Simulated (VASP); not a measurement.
Set up this calculation in VASP 6.6.1, as the native input.

| Item | Value |
| --- | --- |
| Task | single point |
| Functional | r2SCAN |
| Potentials or basis | VASP PAW PBE potentials, release 64 (Mg, B) |
| Cutoff | 520 eV |
| k mesh | 9 × 9 × 9 |
| Occupations | fermi-dirac, width 0.05 eV |
| Spin | no spin polarisation |
| Dipole correction | no |
| Further INCAR settings | ALGO = Normal; EDIFF = 1e-06; NBANDS = 10 |

Crystal: MgB.

```
CELL_PARAMETERS angstrom
2.86413 0.00000 0.00000
0.00000 2.86413 0.00000
0.00000 0.00000 2.86413
ATOMIC_POSITIONS crystal
Mg 0.00000 0.00000 0.00000
B 0.50000 0.50000 0.50000
```

One way to write it, as run:

POSCAR

```
MgB
1.0
    2.8641344743      0.0000000000      0.0000000000
    0.0000000000      2.8641344743      0.0000000000
    0.0000000000      0.0000000000      2.8641344743
Mg B
1 1
Direct
    0.0000000000      0.0000000000      0.0000000000
    0.5000000000      0.5000000000      0.5000000000
```

INCAR.step1

```
PREC = Accurate
ENCUT = 520
ISMEAR = -1
SIGMA = 0.05
LREAL = False
LASPH = True
NELM = 100
NBANDS = 10
GGA = PE
ALGO = Normal
EDIFF = 1E-4
LWAVE = True
LCHARG = False
```

INCAR.step2

```
PREC = Accurate
ENCUT = 520
EDIFF = 1E-6
ISMEAR = -1
SIGMA = 0.05
LREAL = False
LASPH = True
NELM = 100
ALGO = Normal
ISIF = 2
LWAVE = False
LCHARG = False
METAGGA = R2SCAN
LMIXTAU = True
NBANDS = 10
ISTART = 1
```

KPOINTS

```
regular mesh
0
Gamma
  9 9 9
```

Potentials or basis: VASP PAW PBE potentials, release 64 (Mg, B).

Launch:

```sh
$ cat potpaw_PBE.64/Mg/POTCAR potpaw_PBE.64/B/POTCAR > POTCAR
$ cp INCAR.step1 INCAR
$ mpirun -np 1 vasp_std > vasp.out
$ cp INCAR.step2 INCAR
$ mpirun -np 1 vasp_std > vasp.out
```

It gave:

```json
{
 "Pressure": "1.6 GPa",
 "Band gap on the k mesh": "zero (an odd number of electrons rules out a gap without spin polarisation)"
}
```

Caveat: the PAW data sets were made with another functional, which shifts forces and pressure a little.

It took 48 s on 1 thread of Intel Xeon 8259CL (shared host), peak memory 0.15 GiB.
